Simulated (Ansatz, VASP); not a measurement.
# Cu: VASP beside Ansatz

```
Cu
1.0
     0.00000    1.86173    1.80750
     1.86173    0.00000    1.80750
     1.86173    1.86173    0.00000
Cu
1
Direct
  0.00000 0.00000 0.00000
```

Change from the starting cell: strain +0.030 along x and y, +0.000 along z, atoms carried along.

Alike in both runs: task single point; functional PBEsol; k mesh 22 × 22 × 22; occupations gaussian, width 0.15 eV; no spin polarisation.

```csv
,VASP,Ansatz
version,VASP 6.6.1,Ansatz 0.2.0
potentials or method,"VASP PAW PBE potentials, release 64 (Cu), cutoff 520 eV","scalar-relativistic, plane waves, PAW"
valence electrons in the cell,11,19
```

```tsv
	VASP	Ansatz	Ansatz less VASP
gap on the k mesh at the Fermi level (eV)	none	none	-
pressure (GPa)	-12.6	-13.3	-0.67
traceless stress, the component that is largest in VASP (GPa)	0.89	0.90	+0.010
```

VASP's potentials were made for PBE, not for PBEsol. A gap of «none» marks a metal or a gap that the smearing closes. With one functional, cell and mesh, what is left measures potentials, basis and numerics. VASP's potentials hold 11 valence electrons a cell and Ansatz's 19, so a difference there can come from the potentials and not from the codes.
